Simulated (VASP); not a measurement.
# As (P6_3/mmc) in VASP: a series of runs, part 2 of 2

VASP 6.6.1.

## 3. Relaxation of cell and atoms, LDA

This run uses another cell than the first one, of 18.30 Å³/atom.

File INCAR:

```
PREC = Accurate
ENCUT = 600
EDIFF = 1E-7
ISMEAR = -1
SIGMA = 0.1
LREAL = False
LASPH = True
NELM = 80
ALGO = Normal
ISIF = 3
LWAVE = False
LCHARG = False
GGA = CA
IBRION = 2
NSW = 80
EDIFFG = -0.01
```

File KPOINTS:

```
regular mesh
0
Gamma
  12 12 7
```

File POSCAR:

```
As
1.0
    2.9579811701      0.0000000000      0.0000000000
   -1.4789905850      2.5616868372      0.0000000000
    0.0000000000      0.0000000000      4.8303832507
As
2
Direct
    0.3333333333      0.6666666667      0.2500000000
    0.6666666667      0.3333333333      0.7500000000
```

Potentials or basis: VASP PAW LDA potentials, release 64 (As).

Command:

```console
$ cat potpaw_LDA.64/As/POTCAR > POTCAR
$ mpirun -np 1 vasp_std > vasp.out
```

OUTCAR:

```text
PREC = Accurate
   ENCUT = 600
   EDIFF = 1E-7
   ISMEAR = -1
   LREAL = False
   LASPH = True
   NELM = 80
   ISIF = 3
   GGA = CA
   IBRION = 2
   NSW = 80
   EDIFFG = -0.01

 ion  position               nearest neighbor table
   1  0.333  0.667  0.250-
   2  0.667  0.333  0.750-

  LATTYP: Found a hexagonal cell.
 ALAT       =     2.9579811701
 C/A-ratio  =     1.6330000000

  Lattice vectors:

 A1 = (   2.9579811701,   0.0000000000,   0.0000000000)
 A2 = (  -1.4789905850,   2.5616868372,   0.0000000000)
 A3 = (   0.0000000000,   0.0000000000,   4.8303832507)

Analysis of symmetry for initial positions (statically):
=====================================================================
 Subroutine PRICEL returns:
 Original cell was already a primitive cell.

 Routine SETGRP: Setting up the symmetry group for a
 hexagonal supercell.

 Subroutine GETGRP returns: Found 24 space group operations
 (whereof 12 operations were pure point group operations)
 out of a pool of 24 trial point group operations.

The static configuration has the point symmetry D_3d.
 The point group associated with its full space group is D_6h.

Analysis of symmetry for dynamics (positions and initial velocities):
=====================================================================
 Subroutine PRICEL returns:
 Original cell was already a primitive cell.

[... 338 lines left out ...]

 number of electron      10.0000000 magnetization

 Free energy of the ion-electron system (eV)
  ---------------------------------------------------
  ext. energy  EPLUGINS =         0.00000000
  ---------------------------------------------------
  free energy    TOTEN  =        -9.90061215 eV

  energy without entropy =       -9.86747436  energy(sigma->0) =       -9.88404325

 E-fermi :   7.1002     XC(G=0): -11.0975

 val. band max:        7.0562114166   @ k =   0.3333   0.1667   0.2857
 cond. band min:       7.1594619131   @ k =   0.1667   0.1667   0.4286
 fundamental gap:      0.1032504964
 Fermi energy:         7.1002394140

 k-point     1 :       0.0000    0.0000    0.0000
  band No.  band energies     occupation
      1      -8.4692      2.00000
      2      -2.9726      2.00000
      3       0.2284      2.00000
      4      10.4415      0.00000
      5      10.4415      0.00000
      6      12.5164      0.00000
      7      12.5164      0.00000
      8      14.1640      0.00000
      9      15.7750      0.00000
[... 265 lines left out ...]
 k-point    24 :       0.3333    0.0000    0.1429
  band No.  band energies     occupation
      1      -6.1059      2.00000
      2      -2.1073      2.00000
      3       2.0455      2.00000
      4       3.9831      2.00000
      5       6.0106      1.99996
      6       7.7175      0.00416
      7      10.1125      0.00000
      8      11.4702      0.00000
      9      13.1545      0.00000

 [... further k-points ...]

------------------------ aborting loop because EDIFF is reached ----------------------------------------

  FORCE on cell =-STRESS in cart. coord.  units (eV):
  Direction    XX          YY          ZZ          XY          YZ          ZX
  --------------------------------------------------------------------------------------
  -------------------------------------------------------------------------------------
  Total        0.0019346      0.0019346      0.0020909      0.0000000      0.0000000      0.0000000
  in kB        0.0854461      0.0854461      0.0923514      0.0000000      0.0000000      0.0000000
  external PRESSURE =       0.0877479 kB  Pullay stress =       0.0000000 kB
[... 17 lines left out ...]
  FREE ENERGIE OF THE ION-ELECTRON SYSTEM (eV)
  ---------------------------------------------------
  free  energy   TOTEN  =        -9.9006121454 eV

  energy  without entropy=       -9.8674743579  energy(sigma->0) =       -9.88404325

 reached required accuracy - stopping structural energy minimisation
```

OSZICAR:

```text
N       E                     dE             d eps       ncg     rms          rms(c)
DAV:   1     0.303134715079E+02    0.30313E+02   -0.47069E+03  1368   0.105E+03
DAV:   2    -0.867392045180E+01   -0.38987E+02   -0.38000E+02  2120   0.126E+02
DAV:   3    -0.989299113415E+01   -0.12191E+01   -0.12063E+01  1607   0.271E+01
[... 80 lines left out ...]
DAV:   2    -0.990076063769E+01    0.25587E-03   -0.70182E-04  1414   0.192E-01    0.594E-02
DAV:   3    -0.990061238837E+01    0.14825E-03   -0.32244E-04  1416   0.107E-01    0.998E-03
DAV:   4    -0.990061231322E+01    0.75158E-07   -0.44690E-06  1449   0.171E-02    0.677E-03
DAV:   5    -0.990061214545E+01    0.16777E-06   -0.12323E-07  1060   0.320E-03    0.519E-04
DAV:   6    -0.990061214536E+01    0.85379E-10   -0.55168E-09   709   0.650E-04
  11 F= -.99006121E+01 E0= -.98840433E+01  d E =-.734869E-03
```

Run time: 2.4 min. Hardware: 1 thread of Intel Xeon 8259CL, shared host; peak memory 0.17 GiB.

What came out:

* Free energy: -9.9006 eV
* Relaxed volume: 18.14 Å³/atom
* Relaxed cell: a = 3.017 Å, b = 3.017 Å, c = 4.602 Å, α = 90.00°, β = 90.00°, γ = 120.00°
* Space group after relaxing (to 0.1 Å): P6_3/mmc (No. 194)
* Energy gained by relaxing: 7.6 meV/atom
* Ionic steps: 11
* Pressure after relaxing: 0.0 GPa
* Band gap on the k mesh: zero (bands 5 and 6 overlap by 7.54 eV)

The path:
| step | energy change (eV) | largest force (eV/Å) | pressure (GPa) | volume (Å³) |
| --- | --- | --- | --- | --- |
| 1 | 0.0000 | 0.0000 | -0.74 | 36.60 |
| 2 | -0.0012 | 0.0000 | 0.39 | 36.15 |
| 3 | -0.0013 | 0.0000 | 0.30 | 36.19 |
| 4 | -0.0028 | 0.0000 | 0.40 | 36.14 |
| 5 | -0.0094 | 0.0000 | 0.81 | 35.97 |
| 6 | -0.0072 | 0.0000 | 2.16 | 35.58 |
| 7 | -0.0131 | 0.0000 | 1.29 | 35.80 |
| 8 | -0.0139 | 0.0000 | 1.04 | 35.90 |
| 9 | -0.0144 | 0.0000 | 0.67 | 36.05 |
| 10 | -0.0148 | 0.0000 | 0.48 | 36.11 |
| 11 | -0.0152 | 0.0000 | 0.01 | 36.27 |

Final structure:
```yaml
crystal:
  lattice:
    - [3.01682, 0.00000, 0.00000]
    - [-1.50841, 2.61265, 0.00000]
    - [0.00000, 0.00000, 4.60227]
  atoms:
    - { symbol: As, position: [0.33333, 0.66667, 0.25000] }
    - { symbol: As, position: [0.66667, 0.33333, 0.75000] }
```

## 4. Single point, LDA, non-collinear spin, zero start, spin-orbit coupling

This run uses another cell than the first one, of 18.08 Å³/atom.

File INCAR:

```
SYSTEM = As
ALGO = Normal ; EDIFF = 1E-6
ENCUT = 520 ; GGA = CA
GGA_COMPAT = .FALSE. ; ISIF = 2
ISMEAR = -1 ; LASPH = .TRUE.
LCHARG = .FALSE. ; LORBIT = 11
LORBMOM = .TRUE. ; LREAL = .FALSE.
LSORBIT = .TRUE. ; LWAVE = .FALSE.
MAGMOM = 0 0 0 0 0 0 ; NBANDS = 22
NELM = 150 ; PREC = Accurate
SIGMA = 0.1
```

File KPOINTS:

```
k-points
0
G
  12 12 7
  0 0 0
```

File POSCAR:

```
As
1.0
    3.0140613111      0.0000000000      0.0000000000
   -1.5070306555      2.6102536640      0.0000000000
    0.0000000000      0.0000000000      4.5970931335
As
2
Direct
    0.3333333333      0.6666666667      0.2500000000
    0.6666666667      0.3333333333      0.7500000000
```

Command:

```console
$ cat potpaw_LDA.64/As/POTCAR > POTCAR
$ mpirun -np 1 vasp_ncl > vasp.out
```

Run time: 2 min. Hardware: 1 thread of Intel Xeon 8259CL, shared host; peak memory 0.24 GiB.

It converged, with:

```
Free energy                                           : -9.9284 eV
Pressure                                              : 0.3 GPa
Net moment                                            : 0.00 μB per cell
Valence electrons inside the program's atomic spheres : As 2.65
```

Stress tensor (GPa, compression positive):
```
0.31 0.00 0.00
0.00 0.31 0.00
0.00 0.00 0.39
```

Moments on the atoms (μB; x, y, z):
```
As  0.00 0.00 0.00
As  0.00 0.00 0.00
```

## 5. The runs side by side

```csv
task,spin,cell,k mesh,cutoff (eV),gap on the mesh (eV),pressure (GPa)
single point,off,"a = 3.130, b = 3.130, c = 4.774 Å, angles 90.0, 90.0, 120.0°, 2 atoms",14 × 14 × 8,520,none,-8.0
relaxation of cell and atoms,off,"relaxed from a = 2.958, b = 2.958, c = 4.830 Å, angles 90.0, 90.0, 120.0°, 2 atoms",12 × 12 × 7,600,none,0.0
single point,"non-collinear, zero start, SOC","a = 3.014, b = 3.014, c = 4.597 Å, angles 90.0, 90.0, 120.0°, 2 atoms",12 × 12 × 7,520,-,0.3
```

Alike in all rows: level LDA; potentials or basis VASP PAW LDA potentials, release 64 (As); smearing fermi-dirac 0.1 eV.

Caveats: the cell stands under tension (at least some runs).

Absolute energies hang on the potentials; compare differences alone.
